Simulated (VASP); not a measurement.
# Sc (Fd-3m) in VASP: further runs

The runs below take Sc through single point, with LDA.

Everything below comes from runs of VASP 6.6.1. Logs are shortened: lines on timing, memory, paths and dates and some standing lists are left out, and cuts for length are marked.

## (1) The cell of the first run

Symmetry: Fd-3m, No. 227, cubic system. Conventional cell: a = 4.344 Å, b = 4.344 Å, c = 4.344 Å, α = 90.00°, β = 90.00°, γ = 90.00°. Within 2.5 Å of Sc (site symmetry -43m) lie 4 Sc at 1.88 Å.

This isn't the form of Sc at room conditions, which is hcp.

## (2) Single point, LDA

File INCAR:

```
  PREC = Accurate
  ENCUT = 520
  EDIFF = 1E-6
  ISMEAR = -1
  SIGMA = 0.05
  LREAL = F
  LASPH = T
  NELM = 60
  ALGO = Normal
  ISIF = 2
  LWAVE = F
  LCHARG = F
  NBANDS = 18
```

File KPOINTS:

```
regular mesh
0
Gamma
  15 15 15
```

File POSCAR:

```
Sc
1.0
    0.0000000000      2.1720071636      2.1720071636
    2.1720071636      0.0000000000      2.1720071636
    2.1720071636      2.1720071636      0.0000000000
Sc
2
Direct
   -0.1250000000     -0.1250000000     -0.1250000000
    0.1250000000      0.1250000000      0.1250000000
```

Potentials or basis: VASP PAW LDA potentials, release 64 (Sc_sv).

Command:

```sh
cat potpaw_LDA.64/Sc_sv/POTCAR > POTCAR
mpirun -np 1 vasp_std > vasp.out
```

OUTCAR:

```text
PREC = Accurate
   ENCUT = 520
   EDIFF = 1E-6
   ISMEAR = -1
   LREAL = F
   LASPH = T
   NELM = 60
   ISIF = 2

 ion  position               nearest neighbor table
   1  0.875  0.875  0.875-   2 1.88   2 1.88   2 1.88   2 1.88
   2  0.125  0.125  0.125-   1 1.88   1 1.88   1 1.88   1 1.88

  LATTYP: Found a face centered cubic cell.
 ALAT       =     4.3440143272

  Lattice vectors:

 A1 = (   0.0000000000,   2.1720071636,   2.1720071636)
 A2 = (   2.1720071636,   0.0000000000,   2.1720071636)
 A3 = (   2.1720071636,   2.1720071636,   0.0000000000)

Analysis of symmetry for initial positions (statically):
=====================================================================
 Subroutine PRICEL returns:
 Original cell was already a primitive cell.

 Routine SETGRP: Setting up the symmetry group for a
 face centered cubic supercell.

 Subroutine GETGRP returns: Found 48 space group operations
 (whereof 12 operations were pure point group operations)
 out of a pool of 48 trial point group operations.

The static configuration has the point symmetry D_3d.
 The point group associated with its full space group is O_h .

Analysis of symmetry for dynamics (positions and initial velocities):
=====================================================================
 Subroutine PRICEL returns:
 Original cell was already a primitive cell.

 Routine SETGRP: Setting up the symmetry group for a
 face centered cubic supercell.

 Subroutine GETGRP returns: Found 48 space group operations
 (whereof 12 operations were pure point group operations)
 out of a pool of 48 trial point group operations.

The dynamic configuration has the point symmetry D_3d.
 The point group associated with its full space group is O_h .

 Subroutine INISYM returns: Found 48 space group operations
 (whereof 12 operations are pure point group operations),
 and found     1 'primitive' translations

----------------------------------------------------------------------------------------

                                     Primitive cell

  volume of cell :      20.4934

  direct lattice vectors                    reciprocal lattice vectors
     0.000000000  2.172007164  2.172007164    -0.230201819  0.230201819  0.230201819
     2.172007164  0.000000000  2.172007164     0.230201819 -0.230201819  0.230201819
     2.172007164  2.172007164  0.000000000     0.230201819  0.230201819 -0.230201819

  length of vectors
     3.071681988  3.071681988  3.071681988     0.398721247  0.398721247  0.398721247

  position of ions in fractional coordinates (direct lattice)
     0.875000000  0.875000000  0.875000000
     0.125000000  0.125000000  0.125000000

  ion indices of the primitive-cell ions
   primitive index   ion index
                 1           1
                 2           2

----------------------------------------------------------------------------------------

 KPOINTS: regular mesh

Automatic generation of k-mesh.
 Grid dimensions read from file:
 generate k-points for:   15   15   15

 Generating k-lattice:

  Cartesian coordinates                     Fractional coordinates (reciprocal lattice)
    -0.015346788  0.015346788  0.015346788     0.066666667  0.000000000  0.000000000
     0.015346788 -0.015346788  0.015346788     0.000000000  0.066666667  0.000000000
     0.015346788  0.015346788 -0.015346788     0.000000000  0.000000000  0.066666667

  Length of vectors
     0.026581416  0.026581416  0.026581416

  Shift w.r.t. Gamma in fractional coordinates (k-lattice)
     0.000000000  0.000000000  0.000000000

 Subroutine IBZKPT returns following result:
 ===========================================

 Found    120 irreducible k-points:

 Following reciprocal coordinates:
            Coordinates               Weight
  0.000000  0.000000  0.000000      1.000000
  0.066667  0.000000  0.000000      8.000000
  0.133333  0.000000  0.000000      8.000000
  0.200000  0.000000  0.000000      8.000000
  0.266667  0.000000  0.000000      8.000000
  0.333333  0.000000  0.000000      8.000000
[... 16 lines left out ...]
  0.133333  0.133333  0.000000      6.000000
  0.200000  0.133333  0.000000     24.000000
 [... further k-points ...]
   k-points           NKPTS =    120   k-points in BZ     NKDIM =    120   number of bands    NBANDS=     18
   number of dos      NEDOS =    301   number of ions     NIONS =      2
   total plane-waves  NPLWV =  13824
   dimension x,y,z NGX =    24 NGY =   24 NGZ =   24
   dimension x,y,z NGXF=    48 NGYF=   48 NGZF=   48
   ions per type =               2
   NGX,Y,Z   is equivalent  to a cutoff of  12.99, 12.99, 12.99 a.u.
   NGXF,Y,Z  is equivalent  to a cutoff of  25.98, 25.98, 25.98 a.u.
 SYSTEM =  unknown system
   PREC   = accura    normal or accurate (medium, high low for compatibility)
   ISTART =      0    job   : 0-new  1-cont  2-samecut
   ICHARG =      2    charge: 1-file 2-atom 10-const
   ISPIN  =      1    spin polarized calculation?
   LNONCOLLINEAR =      F non collinear calculations
   LSORBIT =      F    spin-orbit coupling
   LASPH  =      T    aspherical Exc in radial PAW
   ENCUT  =  520.0 eV  38.22 Ry    6.18 a.u.   5.71  5.71  5.71*2*pi/ulx,y,z
   NELM   =     60;   NELMIN=  2; NELMDL= -5     # of ELM steps
   EDIFF  = 0.1E-05   stopping-criterion for ELM
   LREAL  =      F    real-space projection
   EDIFFG = 0.1E-04   stopping-criterion for IOM
   NSW    =      0    number of steps for IOM
   IBRION =     -1    ionic relax: 0-MD 1-quasi-New 2-CG
   NFREE  =      0    steps in history (QN), initial steepest desc. (CG)
   ISIF   =      2    stress and relaxation
   ISYM   =      2    0-nonsym 1-usesym 2-fastsym
   POTIM  = 0.5000    time-step for ionic-motion
   TEBEG  =    0.0;   TEEND  =   0.0 temperature during run
   PSTRESS=    0.0 pullay stress
   NELECT =      22.0000    total number of electrons
   NUPDOWN=      -1.0000    fix difference up-down
   EMIN   =  10.00;   EMAX   =-10.00  energy-range for DOS
   EFERMI =   0.00;   METHOD = LEGACY
   ISMEAR =    -1;   SIGMA  =   0.05  broadening in eV -4-tet -1-fermi 0-gaus
   EFERMI_NEDOS =   21; number of points for ismear=-14 and -15
   IALGO  =     38    algorithm
   IMIX   =      4    mixing-type and parameters
     AMIX     =   0.40;   BMIX     =  1.00
     AMIX_MAG =   1.60;   BMIX_MAG =  1.00
  volume/ion in A,a.u.               =      10.25        69.15
  Fermi-wavevector in a.u.,A,eV,Ry     =   1.676272  3.167695 38.230842  2.809888
  Thomas-Fermi vector in A             =   2.760744
   LORBIT       =      0    0 simple, 1 ext, 2 COOP (PROOUT), +10 PAW based schemes
   GGA     = CA    functional components
   LHFCALC =     F    Hartree Fock is set to
   AEXX    =    0.0000 exact exchange contribution
   IVDW    =     0    specifies the selected vdW correction
   LEPSILON=     F    determine dielectric tensor
   LRPA    =     F    only Hartree local field effects (RPA)
 non-spin polarized calculation
  energy-cutoff  :      520.00
  volume of cell :       20.49
 maximum number of plane-waves:       564
   NGX = 11   NGY = 11   NGZ = 11

 number of electron      21.9999995 magnetization

 Free energy of the ion-electron system (eV)
  ---------------------------------------------------
  ext. energy  EPLUGINS =         0.00000000
  ---------------------------------------------------
  free energy    TOTEN  =        -4.06813149 eV

  energy without entropy =       -4.06290016  energy(sigma->0) =       -4.06551582

 E-fermi :  10.3378     XC(G=0): -14.1393

 val. band max:       10.3232833207   @ k =   0.4667   0.1333   0.0000
 cond. band min:      10.3438845885   @ k =  -0.3333   0.4667   0.2000
 fundamental gap:      0.0206012678
 Fermi energy:        10.3377630275

 k-point     1 :       0.0000    0.0000    0.0000
  band No.  band energies     occupation
      1     -41.5131      2.00000
      2     -34.4916      2.00000
      3     -19.7878      2.00000
      4     -19.7878      2.00000
      5     -19.7878      2.00000
      6     -15.2503      2.00000
[... 10 lines left out ...]
     17      16.4424      0.00000
     18      21.0127      0.00000

 k-point     2 :       0.0667    0.0000    0.0000
  band No.  band energies     occupation
      1     -41.4668      2.00000
      2     -34.5733      2.00000
      3     -19.8301      2.00000
      4     -19.8301      2.00000
      5     -19.7878      2.00000
      6     -15.2003      2.00000
[... 10 lines left out ...]
     17      16.3449      0.00000
     18      21.0043      0.00000

 k-point     3 :       0.1333    0.0000    0.0000
  band No.  band energies     occupation
      1     -41.3310      2.00000
      2     -34.8077      2.00000
      3     -19.9442      2.00000
      4     -19.9442      2.00000
      5     -19.7957      2.00000
      6     -15.0476      2.00000
[... 10 lines left out ...]
     17      16.1202      0.00000
     18      20.9728      0.00000

 k-point     4 :       0.2000    0.0000    0.0000
  band No.  band energies     occupation
      1     -41.1150      2.00000
      2     -35.1645      2.00000
      3     -20.0997      2.00000
      4     -20.0997      2.00000
      5     -19.8264      2.00000
      6     -14.8092      2.00000
[... 10 lines left out ...]
     17      15.9952      0.00000
     18      20.9018      0.00000

 k-point     5 :       0.2667    0.0000    0.0000
  band No.  band energies     occupation
      1     -40.8366      2.00000
      2     -35.5984      2.00000
      3     -20.2633      2.00000
      4     -20.2633      2.00000
      5     -19.8840      2.00000
      6     -14.5704      2.00000
[... 10 lines left out ...]
     17      16.2568      0.00000
     18      20.7690      0.00000

 k-point     6 :       0.3333    0.0000    0.0000
  band No.  band energies     occupation
      1     -40.5270      2.00000
      2     -36.0511      2.00000
      3     -20.4076      2.00000
      4     -20.4076      2.00000
      5     -19.9560      2.00000
      6     -14.3557      2.00000
[... 10 lines left out ...]
     17      16.8765      0.00000
     18      20.5553      0.00000

 k-point     7 :       0.4000    0.0000    0.0000
  band No.  band energies     occupation
      1     -40.2395      2.00000
      2     -36.4470      2.00000
      3     -20.5134      2.00000
      4     -20.5134      2.00000
      5     -20.0210      2.00000
      6     -14.1960      2.00000
[... 10 lines left out ...]
     17      17.5857      0.00000
     18      20.2658      0.00000

 k-point     8 :       0.4667    0.0000    0.0000
  band No.  band energies     occupation
      1     -40.0559      2.00000
      2     -36.6887      2.00000
      3     -20.5691      2.00000
      4     -20.5691      2.00000
      5     -20.0592      2.00000
      6     -14.1113      2.00000
[... 10 lines left out ...]
     17      18.1076      0.00000
     18      19.9938      0.00000
[... 229 lines left out ...]
     17      16.5683      0.00000
     18      20.0124      0.00000

 k-point    20 :      -0.2000    0.0667    0.0000
  band No.  band energies     occupation
      1     -40.9885      2.00000
      2     -35.3645      2.00000
      3     -20.4143      2.00000
      4     -20.1056      2.00000
      5     -19.6555      2.00000
      6     -14.8840      2.00000
[... 10 lines left out ...]
     17      16.0616      0.00000
     18      20.2904      0.00000

 k-point    21 :      -0.1333    0.0667    0.0000
  band No.  band energies     occupation
      1     -41.2272      2.00000
      2     -34.9812      2.00000
      3     -20.1985      2.00000
      4     -19.9560      2.00000
      5     -19.6811      2.00000
      6     -15.0742      2.00000
[... 10 lines left out ...]
     17      16.0118      0.00000
     18      20.5438      0.00000

 k-point    22 :      -0.0667    0.0667    0.0000
  band No.  band energies     occupation
      1     -41.3905      2.00000
      2     -34.7059      2.00000
      3     -19.9904      2.00000
      4     -19.8549      2.00000
      5     -19.7324      2.00000
      6     -15.1835      2.00000
[... 10 lines left out ...]
     17      16.2318      0.00000
     18      20.7872      0.00000

 k-point    23 :       0.1333    0.1333    0.0000
  band No.  band energies     occupation
      1     -41.2676      2.00000
      2     -34.9137      2.00000
      3     -20.1506      2.00000
      4     -20.1506      2.00000
      5     -19.4228      2.00000
      6     -15.4589      2.00000
[... 10 lines left out ...]
     17      16.1903      0.00000
     18      20.2119      0.00000

 k-point    24 :       0.2000    0.1333    0.0000
  band No.  band energies     occupation
      1     -41.1042      2.00000
      2     -35.1803      2.00000
      3     -20.3262      2.00000
      4     -20.3160      2.00000
      5     -19.2756      2.00000
      6     -15.4943      2.00000
[... 10 lines left out ...]
     17      16.1631      0.00000
     18      19.8460      0.00000

 [... further k-points ...]

------------------------ aborting loop because EDIFF is reached ----------------------------------------

  FORCE on cell =-STRESS in cart. coord.  units (eV):
  Direction    XX          YY          ZZ          XY          YZ          ZX
  --------------------------------------------------------------------------------------
  -------------------------------------------------------------------------------------
  Total       22.5189841     22.5189841     22.5189841     -0.0000000     -0.0000000      0.0000000
  in kB     1760.5388805   1760.5388805   1760.5388805     -0.0000000     -0.0000000      0.0000000
  external PRESSURE =    1760.5388805 kB  Pullay stress =       0.0000000 kB

 VOLUME and BASIS-vectors are now :
 -----------------------------------------------------------------------------
  energy-cutoff  :      520.00
  volume of cell :       20.49
      direct lattice vectors                 reciprocal lattice vectors
     0.000000000  2.172007164  2.172007164    -0.230201819  0.230201819  0.230201819
     2.172007164  0.000000000  2.172007164     0.230201819 -0.230201819  0.230201819
     2.172007164  2.172007164  0.000000000     0.230201819  0.230201819 -0.230201819

 POSITION                                       TOTAL-FORCE (eV/Angst)
 -----------------------------------------------------------------------------------
      3.80101      3.80101      3.80101         0.000000      0.000000      0.000000
      0.54300      0.54300      0.54300        -0.000000     -0.000000     -0.000000
 -----------------------------------------------------------------------------------
    total drift:                                0.000000      0.000000      0.000000

  FREE ENERGIE OF THE ION-ELECTRON SYSTEM (eV)
  ---------------------------------------------------
  free  energy   TOTEN  =        -4.0681314900 eV

  energy  without entropy=       -4.0629001565  energy(sigma->0) =       -4.06551582
```

It took 30 s on 1 thread of Intel Xeon Platinum 8259CL at 2.50GHz (Skylake/Cascade Lake), shared host; peak memory 0.15 GiB.

Results:

```yaml
Free_energy: -4.0681 eV
Pressure: 176.1 GPa
Band_gap_on_the_k_mesh: zero (bands 11 and 12 overlap by 0.26 eV)
```

Caveat: atoms lie so close that the PAW spheres overlap strongly, which falsifies energies and pressures; the cell stands under pressure.

## (3) Single point, LDA

This run uses another cell than the first one, of 10.29 Å³/atom.

File INCAR:

```
SYSTEM = Sc
  ALGO = Normal
  EDIFF = 1E-6
  ENCUT = 520
  GGA = CA
  ISIF = 2
  ISMEAR = -1
  LASPH = .True.
  LCHARG = .False.
  LREAL = .False.
  LWAVE = .False.
  NBANDS = 18
  NELM = 100
  PREC = Accurate
  SIGMA = 0.05
```

File KPOINTS:

```
k-points
0
Gamma
  15 15 15
  0 0 0
```

File POSCAR:

```
Sc
1.0
    0.0000000000      2.1750576069      2.1750576069
    2.1750576069      0.0000000000      2.1750576069
    2.1750576069      2.1750576069      0.0000000000
Sc
2
Direct
   -0.1250000000     -0.1250000000     -0.1250000000
    0.1250000000      0.1250000000      0.1250000000
```

Potentials or basis: VASP PAW LDA potentials, release 64 (Sc_sv).

Command:

```sh
cat potpaw_LDA.64/Sc_sv/POTCAR > POTCAR
mpirun -np 1 vasp_std > vasp.out
```

Wall time 29 s (1 thread of Intel Xeon Platinum 8259CL at 2.50GHz (Skylake/Cascade Lake), shared host); peak memory 0.15 GiB.

It converged, with:

| Item | Value |
| --- | --- |
| Free energy | -4.1624 eV |
| Pressure | 173.0 GPa |
| Band gap on the k mesh | zero (bands 11 and 12 overlap by 0.26 eV) |

Levels at points of the mesh, in eV from the Fermi level:
```csv
k point,band 7,band 8,band 9,band 10,band 11,band 12,band 13,band 14,band 15,band 16
"(0.00, 0.00, 0.00)",-25.60,-25.60,-4.84,-2.65,-2.65,1.03,1.03,1.03,6.07,6.07
```

Caveat: atoms lie so close that the PAW spheres overlap strongly, which falsifies energies and pressures; the cell stands under pressure.
